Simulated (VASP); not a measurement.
Here is a VASP 6.6.1 calculation.

INCAR

```
SYSTEM = Be3Si
PREC = Accurate
ENCUT = 520
EDIFF = 1E-6
ISMEAR = -1
SIGMA = 0.13605693122994
LREAL = .FALSE.
LASPH = .TRUE.
NELM = 80
ALGO = Normal
ISIF = 2
LWAVE = .FALSE.
LCHARG = .FALSE.
GGA = PE
NBANDS = 13
```

File KPOINTS:

```
Automatic mesh
0
G
  6 6 6
  0 0 0
```

POSCAR

```
Be3Si
1.0
   -1.7055660000      1.7055660000      3.4231330000
    1.7055660000     -1.7055660000      3.4231330000
    1.7055660000      1.7055660000     -3.4231330000
Be Si
3 1
Direct
    0.7500000000      0.2500000000      0.5000000000
    0.2500000000      0.7500000000      0.5000000000
    0.5000000000      0.5000000000      0.0000000000
    0.0000000000      0.0000000000      0.0000000000
```

Potentials or basis: VASP PAW PBE potentials, release 64 (Be, Si).

Launch:

```console
$ cat potpaw_PBE.64/Be/POTCAR potpaw_PBE.64/Si/POTCAR > POTCAR
$ mpirun -np 1 vasp_std > vasp.out
```

**Question.** Predict the band gap on the k mesh.

**Answer.** Zero (band 5 reaches 11.34 eV, above the bottom of band 6 at 6.47 eV).

**Question.** What does it give for the pressure?

**Answer.** -1.1 GPa.

Stress tensor (GPa, compression positive):
```
-0.83  0.00  0.00
 0.00 -0.83  0.00
 0.00  0.00 -1.75
```

Caveat: the k points lie up to 0.43 Å⁻¹ apart.
